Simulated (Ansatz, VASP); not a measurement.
## One calculation of Mg, two programs

```
CELL_PARAMETERS angstrom
3.25892 0.00000 0.00000
-1.62946 2.82231 0.00000
0.00000 0.00000 10.59909
ATOMIC_POSITIONS crystal
Mg 0.00000 0.00000 0.00000
Mg 0.00000 0.00000 0.50000
Mg 0.33333 0.66667 0.25000
Mg 0.66667 0.33333 0.75000
```

Alike in both runs: task single point; functional PBEsol; k mesh 13 × 13 × 4; occupations fermi-dirac, width 0.1 eV; no spin polarisation.

|  | VASP | Ansatz |
| --- | --- | --- |
| version | VASP 6.6.1 | Ansatz 0.2.0 |
| potentials or method | VASP PAW PBE potentials, release 64 (Mg), cutoff 520 eV | plane waves (420 eV) with PAW, scalar-relativistic |
| valence electrons in the cell | 8 | 40 |

|  | VASP | Ansatz | Ansatz less VASP |
| --- | --- | --- | --- |
| pressure (GPa) | -2.4 | -2.4 | +0.07 |

VASP's potentials were made for PBE, not for PBEsol, and Ansatz warns of the same on its side. VASP's potentials hold 8 valence electrons a cell and Ansatz's 40, so a difference there can come from the potentials and not from the codes.
